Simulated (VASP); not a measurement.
Mg2SbCl, 4 atoms in the cell. Symmetry: R-3m, No. 166, trigonal system. Conventional cell: a = 4.236 Å, b = 4.236 Å, c = 18.969 Å, α = 90.00°, β = 90.00°, γ = 120.00°. Mg (site symmetry 3m) has 3 Sb at 2.81 Å and 3 Cl at 3.03 Å and 3 Mg at 3.68 Å within 3.7 Å. Within 3.7 Å of Sb (site symmetry -3m) lie 6 Mg at 2.81 Å. Within 4.0 Å of Cl (site symmetry -3m) lie 6 Mg at 3.03 Å and 6 Sb at 4.00 Å. 

- Program: VASP 6.6.1
- Task: electric field gradients
- Functional: PBEsol
- Potentials or basis: VASP PAW PBE potentials, release 64 (Mg, Sb, Cl)
- Cutoff: 520 eV
- k mesh: 12 × 12 × 12
- Occupations: fermi-dirac, width 0.15 eV
- Spin: no spin polarisation
- Dipole correction: no
- Further INCAR settings: ALGO = Normal; EDIFF = 1e-08; NBANDS = 16

Potentials or basis: VASP PAW PBE potentials, release 64 (Mg, Sb, Cl).

The run is started by

```bash
$ cat potpaw_PBE.64/Mg/POTCAR potpaw_PBE.64/Sb/POTCAR potpaw_PBE.64/Cl/POTCAR > POTCAR
$ mpirun -np 1 vasp_std > vasp.out
```

Hardware: 1 thread of Intel(R) Xeon(R) Platinum 8175M CPU @ 2.50GHz (Skylake/Cascade Lake), with other jobs on the host.

How long does it take, and how much memory?

Run time: 12 min on 1 thread of Intel(R) Xeon(R) Platinum 8175M CPU @ 2.50GHz (Skylake/Cascade Lake), on a shared host, peak memory 0.59 GiB. Counts: scf iterations 15, k points 189.
